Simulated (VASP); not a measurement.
Runs of VASP 6.6.1 on TaN. The structure is that of space group Fm-3m (No. 225), or close to it. The cells are those of the table. 

```csv
task,cell,k mesh,cutoff (eV),smearing,gap on the mesh (eV),pressure (GPa),relaxed volume (Å³/atom)
single point,"a = 3.124 Å, angles 60.0°, 2 atoms",16 × 16 × 16,520,gaussian 0.1 eV,none,0.8,-
relaxation of cell and atoms,"relaxed from a = 3.127 Å, angles 60.0°, 2 atoms",16 × 16 × 16,600,gaussian 0.1 eV,none,-0.1,(a)
single point,"a = 3.127 Å, angles 60.0°, 2 atoms",8 × 8 × 8,520,gaussian 0.1 eV,none,-0.3,-
relaxation of cell and atoms,"relaxed from a = 3.124 Å, angles 60.0°, 2 atoms",16 × 16 × 16,600,fermi-dirac 0.15 eV,none,0.0,10.81
single point,"a = 3.124 Å, angles 60.0°, 2 atoms",16 × 16 × 16,520,fermi-dirac 0.15 eV,none,0.8,-
```

Alike in all rows: level PBE; potentials or basis VASP PAW PBE potentials, release 64 (Ta_pv, N); no spin polarisation.

Q: Fill in the values left out.

A: (a) 10.80.

Caveats: spin-orbit coupling is left out, which moves the levels of the heavy elements.

A k mesh can miss the band edges, and the runs leave out spin-orbit coupling on Ta.

A gap of «none» marks levels without a gap at the run's occupations.
